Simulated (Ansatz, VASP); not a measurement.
**Mg2CdSe3: VASP beside Ansatz**

INCAR

```
SYSTEM = Mg2CdSe3
  PREC = Accurate
  ENCUT = 520
  EDIFF = 1E-6
  ISMEAR = 0
  SIGMA = 0.1
  LREAL = .FALSE.
  LASPH = .TRUE.
  NELM = 80
  ALGO = Normal
  ISIF = 2
  LWAVE = .FALSE.
  LCHARG = .FALSE.
  GGA = PE
  NBANDS = 26
```

KPOINTS

```
regular mesh
0
G
  6 6 2
  0 0 0
```

Contents of POSCAR:

```
Mg2CdSe3
1.0
    4.0675907000      0.0000000000      0.0000000000
   -2.0337953500      3.5226368800      0.0000000000
    0.0000000000      0.0000000000      9.9635217100
Mg Cd Se
2 1 3
Direct
    0.3333333300      0.6666666700      0.6666666700
    0.6666666700      0.3333333300      0.3333333300
    0.0000000000      0.0000000000      0.0000000000
    0.0000000000      0.0000000000      0.5000000000
    0.3333333300      0.6666666700      0.1666666700
    0.6666666700      0.3333333300      0.8333333300
```

Input for Ansatz:

```yaml
crystal:
  lattice:
    - [4.0675907, 0.0, 0.0]
    - [-2.03379535, 3.52263688, 0.0]
    - [0.0, 0.0, 9.96352171]
  atoms:
    - { symbol: Mg, position: [0.33333333, 0.66666667, 0.66666667] }
    - { symbol: Mg, position: [0.66666667, 0.33333333, 0.33333333] }
    - { symbol: Cd, position: [0.0, 0.0, 0.0] }
    - { symbol: Se, position: [0.0, 0.0, 0.5] }
    - { symbol: Se, position: [0.33333333, 0.66666667, 0.16666667] }
    - { symbol: Se, position: [0.66666667, 0.33333333, 0.83333333] }
basis:
  ecutwfc: 420
kpoints:
  mp_grid: { grid: [6, 6, 2] }
hamiltonian:
  xc: pbe
scf:
  occupations: { method: gaussian, width: 0.1 }
  lower_state_search: "off"
output:
  forces: true
  stress: true
  eigenvalues: true
```

Alike in both runs: task single point; functional PBE; k mesh 6 × 6 × 2; occupations gaussian, width 0.1 eV; no spin polarisation.

|  | VASP | Ansatz |
| --- | --- | --- |
| version | VASP 6.6.1 | Ansatz 0.2.0 |
| potentials or method | VASP PAW PBE potentials, release 64 (Mg, Cd, Se), cutoff 520 eV | scalar-relativistic, plane waves, PAW |
| valence electrons in the cell | 34 | 88 |

Ansatz gave:

```
gap on the k mesh at the Fermi level (eV)                     : 0.83
least direct gap on the mesh (eV)                             : 1.18
pressure (GPa)                                                : -4.1
traceless stress, the component that is largest in VASP (GPa) : -0.09
rms of the force components (eV/Å)                            : 0.134
```

Task: What did VASP give for the same quantities?

Result: gap on the k mesh at the Fermi level (eV): 0.81; least direct gap on the mesh (eV): 1.17; pressure (GPa): -4.1; traceless stress, the component that is largest in VASP (GPa): -0.09; rms of the force components (eV/Å): 0.146.

Atom by atom the forces differ by 0.011 eV/Å (rms over components). With one functional, cell and mesh, what is left measures potentials, basis and numerics. VASP's potentials hold 34 valence electrons a cell and Ansatz's 88, so a difference there can come from the potentials and not from the codes.
